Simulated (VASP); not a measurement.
A run of VASP 6.6.1 is set up as follows.

INCAR

```
PREC = Accurate
ENCUT = 520
EDIFF = 1E-7
ISMEAR = 0
SIGMA = 0.1
LREAL = F
LASPH = T
NELM = 100
ALGO = Normal
ISIF = 2
LWAVE = F
LCHARG = T
LDIPOL = T
IDIPOL = 3
DIPOL = 0.5 0.5 0.349
GGA = PE
LELF = T
LVHAR = T
LVACPOTAV = T
NBANDS = 42
```

KPOINTS

```
regular mesh
0
Gamma
  7 7 1
```

File POSCAR:

```
CuGe4
1.0
    4.0740542205      0.0000000000      0.0000000000
    0.0000000000      4.0740542205      0.0000000000
    0.0000000000      0.0000000000     19.8557568590
Ge Cu
4 1
Direct
    0.0000000000      0.5000000000      0.2014529100
    0.0000000000      0.0000000000      0.2739958855
    0.5000000000      0.0000000000      0.3493666156
    0.5000000000      0.5000000000      0.4208228837
    0.8750000000      0.5000000000      0.5010123440
```

Potentials or basis: VASP PAW PBE potentials, release 64 (Ge_d, Cu).

The run is started by

```sh
$ cat potpaw_PBE.64/Ge_d/POTCAR potpaw_PBE.64/Cu/POTCAR > POTCAR
$ mpirun -np 1 vasp_std > vasp.out
```

(1) What does it give for the largest force?

Answers

(1) 1.201 eV/Å.
